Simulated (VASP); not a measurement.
# BN (F-43m) in VASP: notebook, part 2 of 2

VASP 6.6.1. Earlier steps stand in the parts before.

### 4 Relaxation of cell and atoms, PBEsol, target pressure 9 GPa, at which the enthalpy is minimised

Contents of INCAR:

```
PREC = Accurate
ENCUT = 600
EDIFF = 1E-6
ISMEAR = 0
SIGMA = 0.01
LREAL = False
LASPH = True
NELM = 60
ALGO = Normal
ISIF = 3
LWAVE = False
LCHARG = False
GGA = PS
IBRION = 2
NSW = 80
EDIFFG = -0.001
PSTRESS = 90.0
```

Contents of KPOINTS:

```
Automatic mesh
0
Gamma
  12 12 12
```

Contents of POSCAR:

```
BN
1.0
    0.0000000000      1.8028454611      1.8028454611
    1.8028454611      0.0000000000      1.8028454611
    1.8028454611      1.8028454611      0.0000000000
B N
1 1
Direct
    0.0000000000      0.0000000000      0.0000000000
    0.7500000000      0.7500000000      0.7500000000
```

Potentials or basis: VASP PAW PBE potentials, release 64 (B, N).

Launch:

```console
$ cat potpaw_PBE.64/B/POTCAR potpaw_PBE.64/N/POTCAR > POTCAR
$ mpirun -np 1 vasp_std > vasp.out
```

OUTCAR:

```text
PREC = Accurate
   ENCUT = 600
   EDIFF = 1E-6
   ISMEAR = 0
   LREAL = False
   LASPH = True
   NELM = 60
   ISIF = 3
   GGA = PS
   IBRION = 2
   NSW = 80
   EDIFFG = -0.001
   PSTRESS = 90.0

 ion  position               nearest neighbor table
   1  0.000  0.000  0.000-   2 1.56   2 1.56   2 1.56   2 1.56
   2  0.750  0.750  0.750-   1 1.56   1 1.56   1 1.56   1 1.56

  LATTYP: Found a face centered cubic cell.
 ALAT       =     3.6056909222

  Lattice vectors:

 A1 = (   0.0000000000,   1.8028454611,   1.8028454611)
 A2 = (   1.8028454611,   0.0000000000,   1.8028454611)
 A3 = (   1.8028454611,   1.8028454611,   0.0000000000)

Analysis of symmetry for initial positions (statically):
=====================================================================
 Subroutine PRICEL returns:
 Original cell was already a primitive cell.

 Routine SETGRP: Setting up the symmetry group for a
 face centered cubic supercell.

 Subroutine GETGRP returns: Found 24 space group operations
 (whereof 24 operations were pure point group operations)
 out of a pool of 48 trial point group operations.

The static configuration has the point symmetry T_d .
[... 165 lines left out ...]

  FORCE on cell =-STRESS in cart. coord.  units (eV):
  Direction    XX          YY          ZZ          XY          YZ          ZX
  --------------------------------------------------------------------------------------
  -------------------------------------------------------------------------------------
  Total        0.0240414      0.0240414      0.0240414      0.0000000      0.0000000      0.0000000
  in kB        3.2867318      3.2867318      3.2867318      0.0000000      0.0000000      0.0000000
  external PRESSURE =     -86.7132682 kB  Pullay stress =      90.0000000 kB
[... 177 lines left out ...]
--------------------------------------- Ionic step        6  -------------------------------------------

 number of electron       7.9999998 magnetization

 Free energy of the ion-electron system (eV)
  ---------------------------------------------------
  ext. energy  EPLUGINS =         0.00000000
  ---------------------------------------------------
  free energy    TOTEN  =       -18.34358710 eV

  energy without entropy =      -18.34358710  energy(sigma->0) =      -18.34358710

 E-fermi :   7.8889     XC(G=0): -13.1595

 val. band max:        7.7271209739   @ k =   0.0000   0.0000   0.0000
 cond. band min:      12.0336403996   @ k =   0.5000   0.5000   0.0000
 fundamental gap:      4.3065194258
 Fermi energy:         7.8888505695

 k-point     1 :       0.0000    0.0000    0.0000
  band No.  band energies     occupation
      1     -12.8632      2.00000
      2       7.7271      2.00000
      3       7.7271      2.00000
      4       7.7271      2.00000
      5      16.6257      0.00000
      6      16.6257      0.00000
      7      16.6257      0.00000
      8      18.4711      0.00000
[... 243 lines left out ...]
 k-point    24 :      -0.4167    0.1667    0.0000
  band No.  band energies     occupation
      1      -8.0783      2.00000
      2      -2.6082      2.00000
      3       3.4791      2.00000
      4       5.0663      2.00000
      5      17.0524      0.00000
      6      20.1186      0.00000
      7      20.2311      0.00000
      8      23.7079      0.00000

 [... further k-points ...]
[... 5 lines left out ...]
  --------------------------------------------------------------------------------------
  -------------------------------------------------------------------------------------
  Total        0.6435482      0.6435482      0.6435482      0.0000000      0.0000000      0.0000000
  in kB       89.8916504     89.8916504     89.8916504      0.0000000      0.0000000      0.0000000
  external PRESSURE =      -0.1083496 kB  Pullay stress =      90.0000000 kB
[... 21 lines left out ...]
  energy  without entropy=      -18.3435870980  energy(sigma->0) =      -18.34358710

  enthalpy is  TOTEN    =       -17.6992631706 eV   P V=        0.6443239274

 reached required accuracy - stopping structural energy minimisation
```

OSZICAR:

```text
N       E                     dE             d eps       ncg     rms          rms(c)
DAV:   1     0.120028687171E+02    0.12003E+02   -0.56390E+03  1160   0.111E+03
DAV:   2    -0.190072191934E+02   -0.31010E+02   -0.30005E+02  1560   0.203E+02
DAV:   3    -0.193080903952E+02   -0.30087E+00   -0.30087E+00  1352   0.229E+01
DAV:   4    -0.193084104774E+02   -0.32008E-03   -0.32008E-03  1624   0.671E-01
[... 34 lines left out ...]
   5 F= -.17699262E+02 E0= -.17699262E+02  d E =-.616997E-06
       N       E                     dE             d eps       ncg     rms          rms(c)
DAV:   1    -0.183435881658E+02    0.16946E-03   -0.39126E-05  1264   0.660E-02    0.793E-03
DAV:   2    -0.183435871411E+02    0.10247E-05   -0.48524E-06  1160   0.181E-02    0.227E-03
DAV:   3    -0.183435870980E+02    0.43088E-07   -0.15413E-07   576   0.430E-03
   6 F= -.17699263E+02 E0= -.17699263E+02  d E =-.169092E-05
```

CONTCAR:

```text
BN
   1.00000000000000
    -0.0000000000000000    1.7899769792548166    1.7899769792548166
     1.7899769792548166    0.0000000000000000    1.7899769792548166
     1.7899769792548166    1.7899769792548166    0.0000000000000000
  B               N
     1     1
Direct
     0.0000000000000000    0.0000000000000000    1.0000000000000000
     0.7500000000000000    0.7500000000000000    0.7500000000000000

  0.00000000E+00  0.00000000E+00  0.00000000E+00
  0.00000000E+00  0.00000000E+00  0.00000000E+00
```

Run time: 14 s. Hardware: 1 thread of Intel Xeon Platinum 8488C (Sapphire Rapids), shared host; peak memory 0.12 GiB.

Results:

```
Free energy                                            : -18.3436 eV
Relaxed volume                                         : 5.74 Å³/atom
Relaxed cell                                           : a = 2.531 Å, b = 2.531 Å, c = 2.531 Å, α = 60.00°, β = 60.00°, γ = 60.00°
Space group after relaxing (to 0.05 Å)                 : F-43m (No. 216)
Energy change on relaxing (the enthalpy is what falls) : +3.6 meV/atom
Ionic steps                                            : 6
Pressure after relaxing                                : 9.0 GPa
Band gap on the k mesh                                 : 4.31 eV, indirect (least direct gap 8.90 eV)
```

Step by step:
| step | energy change (eV) | largest force (eV/Å) | pressure (GPa) | volume (Å³) |
| --- | --- | --- | --- | --- |
| 1 | 0.0000 | 0.0000 | 0.33 | 11.72 |
| 2 | 0.0322 | 0.0000 | 19.87 | 11.19 |
| 3 | 0.0071 | 0.0000 | 8.96 | 11.47 |
| 4 | 0.0074 | 0.0000 | 9.13 | 11.47 |
| 5 | 0.0070 | 0.0000 | 8.90 | 11.47 |
| 6 | 0.0071 | 0.0000 | 8.99 | 11.47 |

Final structure:
```
B N
1.0
     0.00000    1.78998    1.78998
     1.78998    0.00000    1.78998
     1.78998    1.78998    0.00000
B N
1 1
Direct
  0.00000 0.00000 0.00000
  0.75000 0.75000 0.75000
```

Caveat: the cell is relaxed towards a set pressure, so the enthalpy falls and the energy may rise; the PAW data sets were made with another functional, which shifts forces and pressure a little. A k mesh can miss the band edges.

### 5 Single point, PBEsol

This run uses another cell than the first one, of 5.80 Å³/atom, 0.990 times its volume.

Contents of INCAR:

```
SYSTEM = BN
ALGO = Normal
EDIFF = 1E-6
ENCUT = 520
GGA = PS
ISIF = 2
ISMEAR = 0
LASPH = .True.
LCHARG = .True.
LELF = .True.
LREAL = .False.
LVHAR = .True.
LWAVE = .False.
NBANDS = 11
NELM = 100
PREC = Accurate
SIGMA = 0.01
```

Contents of KPOINTS:

```
k-points
0
Gamma
  12 12 12
  0 0 0
```

Contents of POSCAR:

```
BN
1.0
    0.0000000000      1.7967293869      1.7967293869
    1.7967293869      0.0000000000      1.7967293869
    1.7967293869      1.7967293869      0.0000000000
B N
1 1
Direct
    0.0000000000      0.0000000000      0.0000000000
    0.7500000000      0.7500000000      0.7500000000
```

Potentials or basis: VASP PAW PBE potentials, release 64 (B, N).

Launch:

```console
$ cat potpaw_PBE.64/B/POTCAR potpaw_PBE.64/N/POTCAR > POTCAR
$ mpirun -np 1 vasp_std > vasp.out
```

OUTCAR:

```text
SYSTEM = BN
   EDIFF = 1E-6
   ENCUT = 520
   GGA = PS
   ISIF = 2
   ISMEAR = 0
   LASPH = .True.
   LREAL = .False.
   NELM = 100
   PREC = Accurate

 ion  position               nearest neighbor table
   1  0.000  0.000  0.000-   2 1.56   2 1.56   2 1.56   2 1.56
   2  0.750  0.750  0.750-   1 1.56   1 1.56   1 1.56   1 1.56

  LATTYP: Found a face centered cubic cell.
 ALAT       =     3.5934587738

  Lattice vectors:

 A1 = (   0.0000000000,   1.7967293869,   1.7967293869)
 A2 = (   1.7967293869,   0.0000000000,   1.7967293869)
 A3 = (   1.7967293869,   1.7967293869,   0.0000000000)

Analysis of symmetry for initial positions (statically):
=====================================================================
 Subroutine PRICEL returns:
 Original cell was already a primitive cell.

 Routine SETGRP: Setting up the symmetry group for a
 face centered cubic supercell.

 Subroutine GETGRP returns: Found 24 space group operations
 (whereof 24 operations were pure point group operations)
 out of a pool of 48 trial point group operations.

The static configuration has the point symmetry T_d .

Analysis of symmetry for dynamics (positions and initial velocities):
[... 166 lines left out ...]
 k-point     1 :       0.0000    0.0000    0.0000
  band No.  band energies     occupation
      1     -12.8736      2.00000
      2       7.5853      2.00000
      3       7.5853      2.00000
      4       7.5853      2.00000
      5      16.4310      0.00000
      6      16.4310      0.00000
      7      16.4310      0.00000
      8      18.1436      0.00000
      9      32.4325      0.00000
     10      35.4957      0.00000
     11      35.4957      0.00000
[... 309 lines left out ...]
 k-point    24 :      -0.4167    0.1667    0.0000
  band No.  band energies     occupation
      1      -8.1465      2.00000
      2      -2.6496      2.00000
      3       3.3762      2.00000
      4       4.9549      2.00000
      5      16.8564      0.00000
      6      19.8926      0.00000
      7      19.9463      0.00000
      8      23.4183      0.00000
      9      28.6549      0.00000
     10      32.9960      0.00000
     11      34.5063      0.00000

 [... further k-points ...]
[... 5 lines left out ...]
  --------------------------------------------------------------------------------------
  -------------------------------------------------------------------------------------
  Total        0.3380168      0.3380168      0.3380168     -0.0000000     -0.0000000     -0.0000000
  in kB       46.6843067     46.6843067     46.6843067     -0.0000000     -0.0000000     -0.0000000
  external PRESSURE =      46.6843067 kB  Pullay stress =       0.0000000 kB

 VOLUME and BASIS-vectors are now :
 -----------------------------------------------------------------------------
  energy-cutoff  :      520.00
  volume of cell :       11.60
      direct lattice vectors                 reciprocal lattice vectors
     0.000000000  1.796729387  1.796729387    -0.278283421  0.278283421  0.278283421
     1.796729387  0.000000000  1.796729387     0.278283421 -0.278283421  0.278283421
     1.796729387  1.796729387  0.000000000     0.278283421  0.278283421 -0.278283421

 POSITION                                       TOTAL-FORCE (eV/Angst)
 -----------------------------------------------------------------------------------
      0.00000      0.00000      0.00000         0.000000     -0.000000     -0.000000
      2.69509      2.69509      2.69509        -0.000000      0.000000      0.000000
 -----------------------------------------------------------------------------------
    total drift:                               -0.000000     -0.000000     -0.000000

  FREE ENERGIE OF THE ION-ELECTRON SYSTEM (eV)
  ---------------------------------------------------
  free  energy   TOTEN  =       -18.3446867898 eV

  energy  without entropy=      -18.3446867898  energy(sigma->0) =      -18.34468679
```

stdout:

```text
POSCAR found type information on POSCAR B N
 POSCAR found :  2 types and       2 ions
 scaLAPACK will be used
 -----------------------------------------------------------------------------
|                                                                             |
|                                                                             |
|     You enforced a specific xc type in the INCAR file but a different       |
|     I HOPE YOU KNOW WHAT YOU ARE DOING!                                     |
|                                                                             |
 -----------------------------------------------------------------------------

 LDA part: xc-table for (Slater+PW92), standard interpolation
 POSCAR, INCAR and KPOINTS ok, starting setup
 FFT: planning ... GRIDC
 FFT: planning ... GRID_SOFT
 FFT: planning ... GRID
 WAVECAR not read
 entering main loop
```

Run time: 14 s. Hardware: 1 thread of AMD EPYC 7R13, shared host; peak memory 0.12 GiB.

What came out:

* Free energy: -18.3447 eV
* Pressure: 4.7 GPa
* Band gap on the k mesh: 4.30 eV, indirect (least direct gap 8.85 eV)

Caveat: the PAW data sets were made with another functional, which shifts forces and pressure a little.

### 6 Summary

```csv
task,cell,cutoff (eV),gap on the mesh (eV),pressure (GPa)
relaxation of cell and atoms,"relaxed to 16 GPa from a = 2.550 Å, angles 60.0°, 2 atoms",600,4.32,16.0
single point,"a = 2.531 Å, angles 60.0°, 2 atoms",520,4.31,9.7
relaxation of cell and atoms,"relaxed to 9 GPa from a = 2.550 Å, angles 60.0°, 2 atoms",600,4.31,9.0
single point,"a = 2.541 Å, angles 60.0°, 2 atoms",520,4.30,4.7
```

Alike in all rows: level PBEsol; potentials or basis VASP PAW PBE potentials, release 64 (B, N); no spin polarisation; k mesh 12 × 12 × 12; smearing gaussian 0.01 eV.

Caveats: the PAW data sets were made with another functional, which shifts forces and pressure a little; the cell is relaxed towards a set pressure, so the enthalpy falls and the energy may rise (some runs).

Total energies depend on the potentials used, so only differences within one code and one set of settings carry meaning.
